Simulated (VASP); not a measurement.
Input of a VASP 6.6.1 run:

The input POSCAR:

```
InAs
1.0
    0.0000000000      2.6430508075      2.6430508075
    2.6430508075      0.0000000000      2.6430508075
    2.6430508075      2.6430508075      0.0000000000
In As
1 1
Direct
    0.5000000000      0.5000000000      0.5000000000
    0.0000000000      0.0000000000      0.0000000000
```

File INCAR.step1:

```
SYSTEM = InAs
PREC = Accurate
ENCUT = 550
ISMEAR = 0
SIGMA = 0.1
LREAL = .FALSE.
LASPH = .TRUE.
NELM = 120
NBANDS = 16
GGA = PE
ALGO = Normal
EDIFF = 1E-5
LWAVE = .TRUE.
LCHARG = .FALSE.
GGA_COMPAT = .FALSE.
```

Contents of INCAR.step2:

```
SYSTEM = InAs
PREC = Accurate
ENCUT = 550
EDIFF = 1E-6
ISMEAR = 0
SIGMA = 0.1
LREAL = .FALSE.
LASPH = .TRUE.
NELM = 120
ALGO = Normal
ISIF = 2
LWAVE = .FALSE.
LCHARG = .FALSE.
METAGGA = R2SCAN
LMIXTAU = .TRUE.
LUSE_VDW = .TRUE.
IVDW_NL = 2
BPARAM = 11.95
CPARAM = 0.0093
NBANDS = 16
ISTART = 1
GGA_COMPAT = .FALSE.
```

Contents of KPOINTS:

```
regular mesh
0
G
  14 14 14
  0 0 0
```

Potentials or basis: VASP PAW PBE potentials, release 64 (In_d, As).

The run is started by

```sh
$ cat potpaw_PBE.64/In_d/POTCAR potpaw_PBE.64/As/POTCAR > POTCAR
$ cp INCAR.step1 INCAR
$ mpirun -np 1 vasp_std > vasp.out
$ cp INCAR.step2 INCAR
$ mpirun -np 1 vasp_std > vasp.out
```

(1) Predict the band gap on the k mesh.

(2) Predict the pressure.

Results:

(1) zero (bands 9 and 10 overlap by 2.97 eV).

(2) 25.8 GPa.

Caveat: the cell stands under pressure; the PAW data sets were made with another functional, which shifts forces and pressure a little; spin-orbit coupling is left out, which moves the levels of the heavy elements.
